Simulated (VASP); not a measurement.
Input of a VASP 6.6.1 run:

Contents of INCAR:

```
SYSTEM = GaSb
  ALGO = Normal
  EDIFF = 1E-6
  ENCUT = 500
  GGA = PE
  GGA_COMPAT = .False.
  ISIF = 2
  ISMEAR = -1
  LASPH = .True.
  LCHARG = .False.
  LREAL = .False.
  LWAVE = .False.
  NBANDS = 16
  NELM = 120
  PREC = Accurate
  SIGMA = 0.02
```

File KPOINTS:

```
k-points
0
Gamma
  6 6 6
  0 0 0
```

Contents of POSCAR:

```
GaSb
1.0
    0.0000000000      3.0464208946      3.0464208946
    3.0464208946      0.0000000000      3.0464208946
    3.0464208946      3.0464208946      0.0000000000
Ga Sb
1 1
Direct
    0.0000000000      0.0000000000      0.0000000000
    0.2500000000      0.2500000000      0.2500000000
```

Potentials or basis: VASP PAW PBE potentials, release 64 (Ga_d, Sb).

Launch:

```console
$ cat potpaw_PBE.64/Ga_d/POTCAR potpaw_PBE.64/Sb/POTCAR > POTCAR
$ mpirun -np 1 vasp_std > vasp.out
```

Problem. Estimate the pressure.

Solution. 3.1 GPa.

Problem. Predict the band gap on the k mesh.

Solution. 0.12 eV, direct.

Caveat: spin-orbit coupling is left out, which moves the levels of the heavy elements. A k mesh can miss the band edges.
